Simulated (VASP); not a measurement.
# AlSiP2 (I-42d) in VASP: single point with r2SCAN

Aim: the single point of AlSiP2 with r2SCAN.

Program: VASP 6.6.1. These are calculated values, not measurements. Logs are shortened: lines on timing, memory, paths and dates and some standing lists are left out, and cuts for length are marked.

## 1. The cell of the first run

The structure is tetragonal, space group I-42d (No. 122). The conventional cell has a = 5.275 Å, b = 5.275 Å, c = 10.502 Å, α = 90.00°, β = 90.00°, γ = 90.00°. Within 3.0 Å of P (site symmetry 2) lie 2 Si at 2.24 Å and 2 Al at 2.32 Å. Si (site symmetry -4) has 4 P at 2.24 Å within 3.0 Å. Al (site symmetry -4) has 4 P at 2.32 Å within 3.1 Å.

## 2. Single point, r2SCAN

POSCAR reads:

```
AlSiP2
1.0
    0.0000000000      5.2753098113     -0.0000002622
    5.2753098113      0.0000000000     -0.0000002622
    2.6376546446      2.6376546446     -5.2512219407
P Si Al
4 2 2
Direct
    0.6377642203      0.1250000000      0.2500000000
    0.8750000000      0.8877642203      0.7500000000
    0.1122357797      0.6250000000      0.2500000000
    0.3750000000      0.3622357797      0.7500000000
    0.0000000000      0.0000000000      0.0000000000
    0.7500000000      0.2500000000      0.5000000000
    0.2500000000      0.7500000000      0.5000000000
    0.5000000000      0.5000000000      0.0000000000
```

INCAR.step1 reads:

```
SYSTEM = AlSiP2
PREC = Accurate
ENCUT = 520
ISMEAR = -1
SIGMA = 0.1
LREAL = .FALSE.
LASPH = .TRUE.
NELM = 80
NBANDS = 27
GGA = PE
ALGO = Normal
EDIFF = 1E-4
LWAVE = .TRUE.
LCHARG = .FALSE.
```

INCAR.step2 reads:

```
SYSTEM = AlSiP2
PREC = Accurate
ENCUT = 520
EDIFF = 1E-6
ISMEAR = -1
SIGMA = 0.1
LREAL = .FALSE.
LASPH = .TRUE.
NELM = 80
ALGO = Normal
ISIF = 2
LWAVE = .FALSE.
LCHARG = .TRUE.
METAGGA = R2SCAN
LMIXTAU = .TRUE.
LELF = .TRUE.
LVHAR = .TRUE.
NBANDS = 27
ISTART = 1
```

KPOINTS reads:

```
Automatic mesh
0
G
  6 6 6
  0 0 0
```

Potentials or basis: VASP PAW PBE potentials, release 64 (P, Si, Al).

Command:

```console
> cat potpaw_PBE.64/P/POTCAR potpaw_PBE.64/Si/POTCAR potpaw_PBE.64/Al/POTCAR > POTCAR
> cp INCAR.step1 INCAR
> mpirun -np 1 vasp_std > vasp.out
> cp INCAR.step2 INCAR
> mpirun -np 1 vasp_std > vasp.out
```

OUTCAR:

```text
SYSTEM = AlSiP2
   PREC = Accurate
   ENCUT = 520
   EDIFF = 1E-6
   ISMEAR = -1
   LREAL = .FALSE.
   LASPH = .TRUE.
   NELM = 80
   ISIF = 2
   METAGGA = R2SCAN
   ISTART = 1

 ion  position               nearest neighbor table
   1  0.638  0.125  0.250-   6 2.24   5 2.24   8 2.32   7 2.32
   2  0.875  0.888  0.750-   5 2.24   6 2.24   7 2.32   8 2.32
   3  0.112  0.625  0.250-   5 2.24   6 2.24   7 2.32   8 2.32
   4  0.375  0.362  0.750-   6 2.24   5 2.24   8 2.32   7 2.32
   5  0.000  0.000  0.000-   2 2.24   1 2.24   3 2.24   4 2.24
   6  0.750  0.250  0.500-   1 2.24   2 2.24   4 2.24   3 2.24
   7  0.250  0.750  0.500-   3 2.32   2 2.32   4 2.32   1 2.32
   8  0.500  0.500  0.000-   4 2.32   1 2.32   3 2.32   2 2.32

  LATTYP: Found a body centered tetragonal cell.
 ALAT       =     5.2753098113
 C/A-ratio  =     1.9908675950

  Lattice vectors:

 A1 = (  -2.6376546446,   2.6376551667,   5.2512216785)
 A2 = (   2.6376551667,  -2.6376546446,   5.2512216785)
 A3 = (   2.6376546446,   2.6376546446,  -5.2512219407)

Analysis of symmetry for initial positions (statically):
=====================================================================
 Subroutine PRICEL returns:
 Original cell was already a primitive cell.

 Routine SETGRP: Setting up the symmetry group for a
 body centered tetragonal supercell.

 Subroutine GETGRP returns: Found  8 space group operations
 (whereof  4 operations were pure point group operations)
 out of a pool of 16 trial point group operations.

The static configuration has the point symmetry S_4 .
 The point group associated with its full space group is D_2d.

Analysis of symmetry for dynamics (positions and initial velocities):
=====================================================================
 Subroutine PRICEL returns:
 Original cell was already a primitive cell.

 Routine SETGRP: Setting up the symmetry group for a
 body centered tetragonal supercell.

 Subroutine GETGRP returns: Found  8 space group operations
 (whereof  4 operations were pure point group operations)
 out of a pool of 16 trial point group operations.

The dynamic configuration has the point symmetry S_4 .
 The point group associated with its full space group is D_2d.

 Subroutine INISYM returns: Found  8 space group operations
 (whereof  4 operations are pure point group operations),
 and found     1 'primitive' translations

----------------------------------------------------------------------------------------

                                     Primitive cell

  volume of cell :     146.1357

  direct lattice vectors                    reciprocal lattice vectors
     0.000000000  5.275309811 -0.000000262     0.000000005  0.189562331  0.095215929
     5.275309811  0.000000000 -0.000000262     0.189562331  0.000000005  0.095215929
     2.637654645  2.637654645 -5.251221941    -0.000000009 -0.000000009 -0.190431877

  length of vectors
     5.275309811  5.275309811  6.441255772     0.212131918  0.212131918  0.190431877

  position of ions in fractional coordinates (direct lattice)
     0.637764220  0.125000000  0.250000000
     0.875000000  0.887764220  0.750000000
     0.112235780  0.625000000  0.250000000
     0.375000000  0.362235780  0.750000000
     0.000000000  0.000000000  0.000000000
     0.750000000  0.250000000  0.500000000
     0.250000000  0.750000000  0.500000000
     0.500000000  0.500000000  1.000000000

  ion indices of the primitive-cell ions
   primitive index   ion index
                 1           1
                 2           2
                 3           3
                 4           4
                 5           5
                 6           6
                 7           7
                 8           8

----------------------------------------------------------------------------------------

 KPOINTS: Automatic mesh

Automatic generation of k-mesh.
 Grid dimensions read from file:
 generate k-points for:    6    6    6

 Generating k-lattice:

  Cartesian coordinates                     Fractional coordinates (reciprocal lattice)
     0.000000001  0.031593722  0.015869322     0.166666667  0.000000000  0.000000000
     0.031593722  0.000000001  0.015869322     0.000000000  0.166666667  0.000000000
    -0.000000002 -0.000000002 -0.031738646    -0.000000000 -0.000000000  0.166666667

  Length of vectors
     0.035355320  0.035355320  0.031738646

  Shift w.r.t. Gamma in fractional coordinates (k-lattice)
     0.000000000  0.000000000  0.000000000

 Subroutine IBZKPT returns following result:
 ===========================================

 Found     30 irreducible k-points:

 Following reciprocal coordinates:
            Coordinates               Weight
  0.000000  0.000000  0.000000      1.000000
  0.166667 -0.000000 -0.000000      8.000000
  0.333333  0.000000  0.000000      8.000000
  0.500000 -0.000000 -0.000000      4.000000
  0.166667  0.166667 -0.000000      8.000000
  0.333333  0.166667  0.000000     16.000000
[... 16 lines left out ...]
 -0.333333 -0.333333  0.166667      4.000000
 -0.166667 -0.333333  0.166667     16.000000
 [... further k-points ...]
   k-points           NKPTS =     30   k-points in BZ     NKDIM =     30   number of bands    NBANDS=     27
   number of dos      NEDOS =    301   number of ions     NIONS =      8
   total plane-waves  NPLWV =  76800
   dimension x,y,z NGX =    40 NGY =   40 NGZ =   48
   dimension x,y,z NGXF=    80 NGYF=   80 NGZF=   96
   ions per type =               4   2   2
   NGX,Y,Z   is equivalent  to a cutoff of  12.61, 12.61, 12.39 a.u.
   NGXF,Y,Z  is equivalent  to a cutoff of  25.21, 25.21, 24.78 a.u.
 SYSTEM =  AlSiP2
   PREC   = accura    normal or accurate (medium, high low for compatibility)
   ISTART =      1    job   : 0-new  1-cont  2-samecut
   ICHARG =      0    charge: 1-file 2-atom 10-const
   ISPIN  =      1    spin polarized calculation?
   LNONCOLLINEAR =      F non collinear calculations
   LSORBIT =      F    spin-orbit coupling
   LASPH  =      T    aspherical Exc in radial PAW
   ENCUT  =  520.0 eV  38.22 Ry    6.18 a.u.   9.81  9.81 11.98*2*pi/ulx,y,z
   NELM   =     80;   NELMIN=  2; NELMDL=  0     # of ELM steps
   EDIFF  = 0.1E-05   stopping-criterion for ELM
   LREAL  =      F    real-space projection
   EDIFFG = 0.1E-04   stopping-criterion for IOM
   NSW    =      0    number of steps for IOM
   IBRION =     -1    ionic relax: 0-MD 1-quasi-New 2-CG
   NFREE  =      0    steps in history (QN), initial steepest desc. (CG)
   ISIF   =      2    stress and relaxation
   ISYM   =      2    0-nonsym 1-usesym 2-fastsym
   POTIM  = 0.5000    time-step for ionic-motion
   TEBEG  =    0.0;   TEEND  =   0.0 temperature during run
   PSTRESS=    0.0 pullay stress
   NELECT =      34.0000    total number of electrons
   NUPDOWN=      -1.0000    fix difference up-down
   EMIN   =  10.00;   EMAX   =-10.00  energy-range for DOS
   EFERMI =   0.00;   METHOD = LEGACY
   ISMEAR =    -1;   SIGMA  =   0.10  broadening in eV -4-tet -1-fermi 0-gaus
   EFERMI_NEDOS =   21; number of points for ismear=-14 and -15
   IALGO  =     38    algorithm
   IMIX   =      4    mixing-type and parameters
     AMIX     =   0.40;   BMIX     =  1.00
     AMIX_MAG =   1.60;   BMIX_MAG =  1.00
  volume/ion in A,a.u.               =      18.27       123.27
  Fermi-wavevector in a.u.,A,eV,Ry     =   1.006891  1.902748 13.793982  1.013829
  Thomas-Fermi vector in A             =   2.139662
   LORBIT       =      0    0 simple, 1 ext, 2 COOP (PROOUT), +10 PAW based schemes
   METAGGA = R2SCAN    functional components
   LHFCALC =     F    Hartree Fock is set to
   AEXX    =    0.0000 exact exchange contribution
   IVDW    =     0    specifies the selected vdW correction
   LEPSILON=     F    determine dielectric tensor
   LRPA    =     F    only Hartree local field effects (RPA)
 non-spin polarized calculation
  energy-cutoff  :      520.00
  volume of cell :      146.14
 maximum number of plane-waves:      3952
   NGX = 19   NGY = 19   NGZ = 23

 number of electron      33.9999999 magnetization

 Free energy of the ion-electron system (eV)
  ---------------------------------------------------
  ext. energy  EPLUGINS =         0.00000000
  ---------------------------------------------------
  free energy    TOTEN  =       -68.69328010 eV

  energy without entropy =      -68.56801515  energy(sigma->0) =      -68.63064763

 E-fermi :   8.1152     XC(G=0): -10.2639

 val. band max:        8.0930760997   @ k =  -0.1667  -0.1667   0.1667
 cond. band min:       8.1198656764   @ k =  -0.3333   0.0000   0.1667
 fundamental gap:      0.0267895767
 Fermi energy:         8.1151941559

 k-point     1 :       0.0000    0.0000    0.0000
  band No.  band energies     occupation
      1      -7.9589      2.00000
      2      -4.7331      2.00000
      3      -4.6466      2.00000
      4      -4.6466      2.00000
      5      -2.8469      2.00000
      6      -1.0383      2.00000
[... 19 lines left out ...]
     26      11.5933      0.00000
     27      11.6880      0.00000

 k-point     2 :       0.1667   -0.0000   -0.0000
  band No.  band energies     occupation
      1      -7.8137      2.00000
      2      -5.0024      2.00000
      3      -4.7941      2.00000
      4      -4.7783      2.00000
      5      -2.5336      2.00000
      6      -0.9728      2.00000
[... 19 lines left out ...]
     26      11.5680      0.00000
     27      11.6688      0.00000

 k-point     3 :       0.3333    0.0000    0.0000
  band No.  band energies     occupation
      1      -7.4029      2.00000
      2      -5.7233      2.00000
      3      -5.0284      2.00000
      4      -4.9169      2.00000
      5      -2.0471      2.00000
      6      -0.5885      2.00000
[... 19 lines left out ...]
     26      11.4654      0.00000
     27      12.1680      0.00000

 k-point     4 :       0.5000   -0.0000   -0.0000
  band No.  band energies     occupation
      1      -6.9848      2.00000
      2      -6.2858      2.00000
      3      -5.1252      2.00000
      4      -4.9767      2.00000
      5      -1.8722      2.00000
      6      -0.1882      2.00000
[... 19 lines left out ...]
     26      11.4389      0.00000
     27      11.9247      0.00000

 k-point     5 :       0.1667    0.1667   -0.0000
  band No.  band energies     occupation
      1      -7.6130      2.00000
      2      -5.3137      2.00000
      3      -4.9779      2.00000
      4      -4.9018      2.00000
      5      -2.1698      2.00000
      6      -1.0159      2.00000
[... 19 lines left out ...]
     26      11.7419      0.00000
     27      12.4698      0.00000

 k-point     6 :       0.3333    0.1667    0.0000
  band No.  band energies     occupation
      1      -7.1696      2.00000
      2      -5.8630      2.00000
      3      -5.2654      2.00000
      4      -4.9976      2.00000
      5      -1.8568      2.00000
      6      -0.7394      2.00000
[... 444 lines left out ...]
      1      -6.2780      2.00000
      2      -6.2780      2.00000
      3      -5.4247      2.00000
      4      -5.4247      2.00000
      5      -1.5794      2.00000
      6      -1.5794      2.00000
[... 19 lines left out ...]
     26      10.9468      0.00000
     27      11.2310      0.00000

 k-point    22 :      -0.1667    0.5000    0.1667
  band No.  band energies     occupation
      1      -6.9329      2.00000
      2      -5.9849      2.00000
      3      -5.6340      2.00000
      4      -4.8325      2.00000
      5      -1.7746      2.00000
      6      -0.7754      2.00000
[... 19 lines left out ...]
     26      11.4593      0.00000
     27      11.7749      0.00000

 k-point    23 :      -0.3333   -0.3333    0.1667
  band No.  band energies     occupation
      1      -6.3776      2.00000
      2      -6.3776      2.00000
      3      -5.4345      2.00000
      4      -5.4345      2.00000
      5      -1.1795      2.00000
      6      -1.1795      2.00000
[... 19 lines left out ...]
     26      10.7469      0.00000
     27      11.2965      0.00000

 k-point    24 :      -0.1667   -0.3333    0.1667
  band No.  band energies     occupation
      1      -6.7913      2.00000
      2      -6.2618      2.00000
      3      -5.5761      2.00000
      4      -4.9565      2.00000
      5      -1.4449      2.00000
      6      -0.5405      2.00000
[... 19 lines left out ...]
     26      11.7344      0.00000
     27      12.1136      0.00000

 [... further k-points ...]
[... 5 lines left out ...]
  --------------------------------------------------------------------------------------
  -------------------------------------------------------------------------------------
  Total        4.2012930      4.2012930      4.1913564      0.0000000     -0.0000000     -0.0000000
  in kB       46.0614129     46.0614129     45.9524721      0.0000000     -0.0000000     -0.0000000
  external PRESSURE =      46.0250993 kB  Pullay stress =       0.0000000 kB

 VOLUME and BASIS-vectors are now :
 -----------------------------------------------------------------------------
  energy-cutoff  :      520.00
  volume of cell :      146.14
      direct lattice vectors                 reciprocal lattice vectors
     0.000000000  5.275309811 -0.000000262     0.000000005  0.189562331  0.095215929
     5.275309811  0.000000000 -0.000000262     0.189562331  0.000000005  0.095215929
     2.637654645  2.637654645 -5.251221941    -0.000000009 -0.000000009 -0.190431877

 POSITION                                       TOTAL-FORCE (eV/Angst)
 -----------------------------------------------------------------------------------
      1.31883      4.02382     -1.31281        -0.000000      0.004469     -0.000000
      6.66147      6.59414     -3.93842         0.004469     -0.000000     -0.000000
      3.95648      1.25149     -1.31281        -0.000000     -0.004469      0.000000
      3.88915      3.95648     -3.93842        -0.004469     -0.000000      0.000000
      0.00000      0.00000      0.00000        -0.000000     -0.000000      0.000000
      2.63765      5.27531     -2.62561        -0.000000     -0.000000     -0.000000
      5.27531      2.63765     -2.62561         0.000000     -0.000000      0.000000
      2.63765      2.63765     -0.00000        -0.000000      0.000000     -0.000000
 -----------------------------------------------------------------------------------
    total drift:                                0.000283      0.000283      0.000221

  FREE ENERGIE OF THE ION-ELECTRON SYSTEM (eV)
  ---------------------------------------------------
  free  energy   TOTEN  =       -68.6932801013 eV

  energy  without entropy=      -68.5680151506  energy(sigma->0) =      -68.63064763
```

Wall time 4.9 min (1 thread of AMD EPYC 7R13 (Zen 3), shared host); peak memory 0.31 GiB.

Results:

* Free energy: -68.6933 eV
* Pressure: 4.6 GPa
* Largest force: 0.004 eV/Å
* Band gap on the k mesh: zero (bands 17 and 18 overlap by 1.88 eV)

Forces on the atoms (eV/Å):
```
P    0.000  0.004  0.000
P    0.004  0.000  0.000
P    0.000 -0.004  0.000
P   -0.004  0.000  0.000
Si   0.000  0.000  0.000
Si   0.000  0.000  0.000
Al   0.000  0.000  0.000
Al   0.000  0.000  0.000
```

Caveat: the cell stands under pressure; the PAW data sets were made with another functional, which shifts forces and pressure a little.
